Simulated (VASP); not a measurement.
Write the native input for VASP 6.6.1 that does the following.

```
Task                   : single point
Functional             : PBE
Potentials or basis    : VASP PAW PBE potentials, release 64 (Li_sv, Se)
Cutoff                 : 520 eV
k mesh                 : 12 × 12 × 8
Occupations            : gaussian, width 0.1 eV
Spin                   : no spin polarisation
Dipole correction      : no
Further INCAR settings : ALGO = Normal; EDIFF = 1e-06; NBANDS = 18
```

The structure of Li3Se2 lies in POSCAR:

```
Li3Se2
1.0
    4.3114715334      0.0000000000      0.0000000000
   -2.1557357667      3.7338438756      0.0000000000
    0.0000000000      0.0000000000      5.7525487007
Li Se
3 2
Direct
    0.0000000000      0.0000000000      0.0000000000
    0.3333333333      0.6666666667      0.6921159239
    0.6666666667      0.3333333333      0.3078840761
    0.3333333333      0.6666666667      0.2327779939
    0.6666666667      0.3333333333      0.7672220061
```

These files were run (other wordings do the same):

INCAR

```
SYSTEM = Li3Se2
ALGO     = Normal         ! electronic algorithm
EDIFF    = 1E-6           ! SCF threshold, eV
ENCUT    = 520            ! plane-wave cutoff, eV
GGA      = PE             ! functional
ISIF     = 2              ! what is computed and relaxed
ISMEAR   = 0              ! smearing method
LASPH    = .True.         ! aspherical terms in the spheres
LCHARG   = .False.        ! write CHGCAR
LREAL    = .False.        ! projectors in reciprocal space
LWAVE    = .False.        ! write WAVECAR
NBANDS   = 18             ! bands
NELM     = 60             ! most SCF steps
PREC     = Accurate       ! precision mode
SIGMA    = 0.1            ! smearing width, eV
```

KPOINTS

```
k-points
0
Gamma
  12 12 8
  0 0 0
```

Potentials or basis: VASP PAW PBE potentials, release 64 (Li_sv, Se).

Launch:

```bash
$ cat potpaw_PBE.64/Li_sv/POTCAR potpaw_PBE.64/Se/POTCAR > POTCAR
$ mpirun -np 1 vasp_std > vasp.out
```

It gave:

The band gap on the k mesh is zero (an odd number of electrons rules out a gap without spin polarisation).

Wall time 4.2 min on 1 thread of Intel Xeon 8259CL, on a shared host, peak memory 0.33 GiB.
